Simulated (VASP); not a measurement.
# Ru (P6_3/mmc) in VASP: a series of runs, part 2 of 2

VASP 6.6.1. The steps go on from the part before.

## 4. Single point, PBEsol

This run uses another cell than the first one, of 15.62 Å³/atom, 1.007 times its volume.

Input file INCAR:

```
SYSTEM = Ru
ALGO     = Fast           ! electronic algorithm
EDIFF    = 1E-6           ! SCF threshold, eV
ENCUT    = 520            ! plane-wave cutoff, eV
GGA      = PS             ! functional
ISIF     = 2              ! what is computed and relaxed
ISMEAR   = 0              ! smearing method
LASPH    = .True.         ! aspherical terms in the spheres
LCHARG   = .False.        ! write CHGCAR
LREAL    = .False.        ! projectors in reciprocal space
LWAVE    = .False.        ! write WAVECAR
NBANDS   = 21             ! bands
NELM     = 60             ! most SCF steps
PREC     = Accurate       ! precision mode
SIGMA    = 0.15           ! smearing width, eV
```

Input file KPOINTS:

```
k-points
0
Gamma
  18 18 10
  0 0 0
```

Input file POSCAR:

```
Ru
1.0
    2.8780000000      0.0000000000      0.0000000000
   -1.4390000000      2.4924211121      0.0000000000
    0.0000000000      0.0000000000      4.3544000000
Ru
2
Direct
    0.3333333333      0.6666666667      0.2500000000
    0.6666666667      0.3333333333      0.7500000000
```

Potentials or basis: VASP PAW PBE potentials, release 64 (Ru_pv).

Started as:

```
cat potpaw_PBE.64/Ru_pv/POTCAR > POTCAR
mpirun -np 1 vasp_std > vasp.out
```

OUTCAR:

```text
SYSTEM = Ru
   EDIFF = 1E-6
   ENCUT = 520
   GGA = PS
   ISIF = 2
   ISMEAR = 0
   LASPH = .True.
   LREAL = .False.
   NELM = 60
   PREC = Accurate

 ion  position               nearest neighbor table
   1  0.333  0.667  0.250-   2 2.74   2 2.74   2 2.74   2 2.74   2 2.74   2 2.74
   2  0.667  0.333  0.750-   1 2.74   1 2.74   1 2.74   1 2.74   1 2.74   1 2.74

  LATTYP: Found a hexagonal cell.
 ALAT       =     2.8780000000
 C/A-ratio  =     1.5129951355

  Lattice vectors:

 A1 = (   2.8780000000,   0.0000000000,   0.0000000000)
 A2 = (  -1.4390000000,   2.4924211121,   0.0000000000)
 A3 = (   0.0000000000,   0.0000000000,   4.3544000000)

Analysis of symmetry for initial positions (statically):
=====================================================================
 Subroutine PRICEL returns:
 Original cell was already a primitive cell.

 Routine SETGRP: Setting up the symmetry group for a
 hexagonal supercell.

 Subroutine GETGRP returns: Found 24 space group operations
 (whereof 12 operations were pure point group operations)
 out of a pool of 24 trial point group operations.

[... 157 lines left out ...]

 Free energy of the ion-electron system (eV)
  ---------------------------------------------------
  ext. energy  EPLUGINS =         0.00000000
  ---------------------------------------------------
  free energy    TOTEN  =       -19.70378294 eV

  energy without entropy =      -19.67910609  energy(sigma->0) =      -19.69144452

 E-fermi :  10.3166     XC(G=0): -13.4258

 val. band max:       10.3148799822   @ k =   0.4444   0.1111   0.4000
 cond. band min:      10.3225058064   @ k =   0.2222   0.2222   0.0000
 fundamental gap:      0.0076258242
 Fermi energy:        10.3166063114

 k-point     1 :       0.0000    0.0000    0.0000
  band No.  band energies     occupation
      1     -32.8847      2.00000
      2     -32.2876      2.00000
      3     -32.2876      2.00000
      4     -32.1489      2.00000
      5     -32.1489      2.00000
      6     -32.0936      2.00000
[... 565 lines left out ...]
     20      20.8660      0.00000
     21      21.3324      0.00000

 [... further k-points ...]
[... 5 lines left out ...]
  --------------------------------------------------------------------------------------
  -------------------------------------------------------------------------------------
  Total       -7.7505472     -7.7505472     -5.9875464      0.0000000      0.0000000     -0.0000000
  in kB     -397.5597568   -397.5597568   -307.1276690      0.0000000      0.0000000     -0.0000000
  external PRESSURE =    -367.4157275 kB  Pullay stress =       0.0000000 kB

 VOLUME and BASIS-vectors are now :
 -----------------------------------------------------------------------------
  energy-cutoff  :      520.00
  volume of cell :       31.23
      direct lattice vectors                 reciprocal lattice vectors
     2.878000000  0.000000000  0.000000000     0.347463516  0.200608155  0.000000000
    -1.439000000  2.492421112  0.000000000     0.000000000  0.401216309  0.000000000
     0.000000000  0.000000000  4.354400000     0.000000000  0.000000000  0.229652765

 POSITION                                       TOTAL-FORCE (eV/Angst)
 -----------------------------------------------------------------------------------
     -0.00000      1.66161      1.08860        -0.000000     -0.000000      0.000000
      1.43900      0.83081      3.26580         0.000000      0.000000      0.000000
 -----------------------------------------------------------------------------------
    total drift:                               -0.000000      0.000000     -0.000000

  FREE ENERGIE OF THE ION-ELECTRON SYSTEM (eV)
  ---------------------------------------------------
  free  energy   TOTEN  =       -19.7037829428 eV

  energy  without entropy=      -19.6791060941  energy(sigma->0) =      -19.69144452
```

stdout:

```text
POSCAR found type information on POSCAR Ru
 POSCAR found :  1 types and       2 ions
 scaLAPACK will be used
 -----------------------------------------------------------------------------
|                                                                             |
|                                                                             |
|     You enforced a specific xc type in the INCAR file but a different       |
|     I HOPE YOU KNOW WHAT YOU ARE DOING!                                     |
|                                                                             |
 -----------------------------------------------------------------------------

 LDA part: xc-table for (Slater+PW92), standard interpolation
 POSCAR, INCAR and KPOINTS ok, starting setup
 FFT: planning ... GRIDC
 FFT: planning ... GRID_SOFT
 FFT: planning ... GRID
 WAVECAR not read
 entering main loop
WARNING in EDDRMM: call to ZHEGV failed, returncode =   8  4     21
WARNING in EDDRMM: call to ZHEGV failed, returncode =   8  4     19
```

Run time: 69 s. Hardware: 1 thread of Intel Xeon Platinum 8488C (Sapphire Rapids), shared host; peak memory 0.23 GiB.

What came out:

- Free energy: -19.7038 eV
- Pressure: -36.7 GPa
- Band gap on the k mesh: zero (band 14 reaches 11.44 eV, above the bottom of band 15 at 8.86 eV)

Caveat: the PAW data sets were made with another functional, which shifts forces and pressure a little.

## 5. Single point, PBEsol

This run uses another cell than the first one, of 10.14 Å³/atom, 0.654 times its volume.

Input file INCAR:

```
SYSTEM = Ru
PREC = Accurate ; ENCUT = 520
EDIFF = 1E-6 ; ISMEAR = 0
SIGMA = 0.15 ; LREAL = .False.
LASPH = .True. ; NELM = 80
ALGO = Normal ; ISIF = 2
LWAVE = .False. ; LCHARG = .False.
GGA = PS ; NBANDS = 21
```

Input file KPOINTS:

```
regular mesh
0
Gamma
  18 18 10
  0 0 0
```

Input file POSCAR:

```
Ru
1.0
    2.5014000000      0.0000000000      0.0000000000
   -1.2507000000      2.1662759450      0.0000000000
    0.0000000000      0.0000000000      3.7421000000
Ru
2
Direct
    0.3333333333      0.6666666667      0.2500000000
    0.6666666667      0.3333333333      0.7500000000
```

Started as:

```
cat potpaw_PBE.64/Ru_pv/POTCAR > POTCAR
mpirun -np 1 vasp_std > vasp.out
```

Run time: 44 s. Hardware: 1 thread of Intel Xeon Platinum 8488C (Sapphire Rapids), shared host; peak memory 0.19 GiB.

Results (log left out):

```yaml
Free_energy: -17.3676 eV
Pressure: 185.2 GPa
Band_gap_on_the_k_mesh: zero (band 14 reaches 21.06 eV, above the bottom of band 15 at 16.01 eV)
```

Stress tensor (GPa, compression positive):
```
161.22   0.00   0.00
  0.00 161.22   0.00
  0.00   0.00 233.17
```

Levels at points of the mesh, in eV from the Fermi level:
| k point | band 11 | band 12 | band 13 | band 14 | band 15 | band 16 | band 17 | band 18 |
| --- | --- | --- | --- | --- | --- | --- | --- | --- |
| (0.00, 0.00, 0.00) | -3.01 | -2.92 | -2.92 | -2.84 | -2.84 | 1.67 | 1.67 | 2.82 |
| (0.50, 0.00, 0.00) | -2.40 | -2.39 | -1.76 | 1.74 | 2.64 | 3.47 | 5.90 | 8.49 |
| (0.00, 0.00, 0.50) | -4.68 | -4.68 | -3.11 | -3.11 | 0.98 | 0.98 | 0.98 | 0.98 |
| (0.50, 0.00, 0.50) | -2.00 | -2.00 | 0.75 | 0.75 | 2.30 | 2.30 | 4.77 | 4.77 |

Caveat: the PAW data sets were made with another functional, which shifts forces and pressure a little.

## 6. Single point, PBEsol

This run uses another cell than the first one, of 15.77 Å³/atom, 1.017 times its volume.

Input file INCAR:

```
ALGO = Fast ; EDIFF = 1E-6
ENCUT = 520 ; GGA = PS
ISIF = 2 ; ISMEAR = 0
LASPH = True ; LCHARG = True
LELF = True ; LREAL = False
LVHAR = True ; LWAVE = False
NBANDS = 21 ; NELM = 60
PREC = Accurate ; SIGMA = 0.15
```

Input file KPOINTS:

```
k-points
0
Gamma
  18 18 10
```

Input file POSCAR:

```
Ru
1.0
    2.7650000000      0.0000000000      0.0000000000
   -1.3825000000      2.3945602415      0.0000000000
    0.0000000000      0.0000000000      4.7627000000
Ru
2
Direct
    0.3333333333      0.6666666667      0.2500000000
    0.6666666667      0.3333333333      0.7500000000
```

Potentials or basis: VASP PAW PBE potentials, release 64 (Ru_pv).

Started as:

```
cat potpaw_PBE.64/Ru_pv/POTCAR > POTCAR
mpirun -np 1 vasp_std > vasp.out
```

OUTCAR:

```text
EDIFF = 1E-6
   ENCUT = 520
   GGA = PS
   ISIF = 2
   ISMEAR = 0
   LASPH = True
   LREAL = False
   NELM = 60
   PREC = Accurate

 ion  position               nearest neighbor table
   1  0.333  0.667  0.250-   2 2.87   2 2.87   2 2.87   2 2.87   2 2.87   2 2.87
   2  0.667  0.333  0.750-   1 2.87   1 2.87   1 2.87   1 2.87   1 2.87   1 2.87

  LATTYP: Found a hexagonal cell.
 ALAT       =     2.7650000000
 C/A-ratio  =     1.7224954792

  Lattice vectors:

 A1 = (   2.7650000000,   0.0000000000,   0.0000000000)
[... 193 lines left out ...]
      4     -32.3099      2.00000
      5     -32.2445      2.00000
      6     -32.2445      2.00000
[... 565 lines left out ...]
     20      20.0889      0.00000
     21      21.9098      0.00000

 [... further k-points ...]
[... 5 lines left out ...]
  --------------------------------------------------------------------------------------
  -------------------------------------------------------------------------------------
  Total       -5.7315529     -5.7315529    -10.6946225      0.0000000      0.0000000      0.0000000
  in kB     -291.2116582   -291.2116582   -543.3778263      0.0000000      0.0000000      0.0000000
  external PRESSURE =    -375.2670475 kB  Pullay stress =       0.0000000 kB

 VOLUME and BASIS-vectors are now :
 -----------------------------------------------------------------------------
  energy-cutoff  :      520.00
  volume of cell :       31.53
      direct lattice vectors                 reciprocal lattice vectors
     2.765000000  0.000000000  0.000000000     0.361663653  0.208806607  0.000000000
    -1.382500000  2.394560241  0.000000000     0.000000000  0.417613215  0.000000000
     0.000000000  0.000000000  4.762700000     0.000000000  0.000000000  0.209964936

 POSITION                                       TOTAL-FORCE (eV/Angst)
 -----------------------------------------------------------------------------------
     -0.00000      1.59637      1.19067        -0.000000      0.000000      0.000000
      1.38250      0.79819      3.57203         0.000000     -0.000000      0.000000
 -----------------------------------------------------------------------------------
    total drift:                               -0.000000      0.000000     -0.000000

  FREE ENERGIE OF THE ION-ELECTRON SYSTEM (eV)
  ---------------------------------------------------
  free  energy   TOTEN  =       -19.4955424020 eV

  energy  without entropy=      -19.4747359116  energy(sigma->0) =      -19.48513916
```

OSZICAR:

```text
N       E                     dE             d eps       ncg     rms          rms(c)
DAV:   1     0.282976005070E+03    0.28298E+03   -0.17540E+04  9348   0.144E+03
DAV:   2    -0.155182595566E+02   -0.29849E+03   -0.28986E+03  9564   0.436E+02
DAV:   3    -0.211884464772E+02   -0.56702E+01   -0.56264E+01 10949   0.667E+01
DAV:   4    -0.212316438069E+02   -0.43197E-01   -0.43154E-01 11919   0.550E+00
DAV:   5    -0.212322302092E+02   -0.58640E-03   -0.58414E-03 10735   0.559E-01    0.140E+01
RMM:   6    -0.195542099183E+02    0.16780E+01   -0.41357E+00  9547   0.163E+01    0.241E+00
RMM:   7    -0.195037050887E+02    0.50505E-01   -0.30902E-01 10079   0.372E+00    0.692E-01
RMM:   8    -0.194967358465E+02    0.69692E-02   -0.20466E-02 10523   0.135E+00    0.324E-01
RMM:   9    -0.194954993989E+02    0.12364E-02   -0.25916E-03 10678   0.432E-01    0.316E-02
RMM:  10    -0.194955371922E+02   -0.37793E-04   -0.35440E-04 11224   0.152E-01    0.144E-02
RMM:  11    -0.194955425815E+02   -0.53893E-05   -0.62125E-05 11901   0.619E-02    0.569E-03
RMM:  12    -0.194955415659E+02    0.10155E-05   -0.10683E-05 11161   0.269E-02    0.264E-03
RMM:  13    -0.194955424020E+02   -0.83607E-06   -0.16639E-06  7556   0.132E-02
   1 F= -.19495542E+02 E0= -.19485139E+02  d E =-.208065E-01
```

Wall time 78 s (1 thread of Intel Xeon Platinum 8488C (Sapphire Rapids), shared host); peak memory 0.23 GiB.

What came out:

* Free energy: -19.4955 eV
* Pressure: -37.5 GPa
* Band gap on the k mesh: zero (band 14 reaches 11.37 eV, above the bottom of band 15 at 9.09 eV)

Stress tensor (GPa, compression positive):
```
-29.12   0.00   0.00
  0.00 -29.12   0.00
  0.00   0.00 -54.34
```

Caveat: the PAW data sets were made with another functional, which shifts forces and pressure a little.

## 7. The runs side by side

| cell | gap on the mesh (eV) | pressure (GPa) |
| --- | --- | --- |
| a = 2.803, b = 2.803, c = 4.559 Å, angles 90.0, 90.0, 120.0°, 2 atoms | none | -36.6 |
| a = 2.840, b = 2.840, c = 4.457 Å, angles 90.0, 90.0, 120.0°, 2 atoms | none | -37.0 |
| a = 2.878, b = 2.878, c = 4.354 Å, angles 90.0, 90.0, 120.0°, 2 atoms | none | -36.7 |
| a = 2.501, b = 2.501, c = 3.742 Å, angles 90.0, 90.0, 120.0°, 2 atoms | none | 185.2 |
| a = 2.765, b = 2.765, c = 4.763 Å, angles 90.0, 90.0, 120.0°, 2 atoms | none | -37.5 |

Alike in all rows: task single point; level PBEsol; potentials or basis VASP PAW PBE potentials, release 64 (Ru_pv); no spin polarisation; k mesh 18 × 18 × 10; cutoff (eV) 520; smearing gaussian 0.15 eV.

Caveats: the PAW data sets were made with another functional, which shifts forces and pressure a little.

Absolute energies hang on the potentials; compare differences alone.
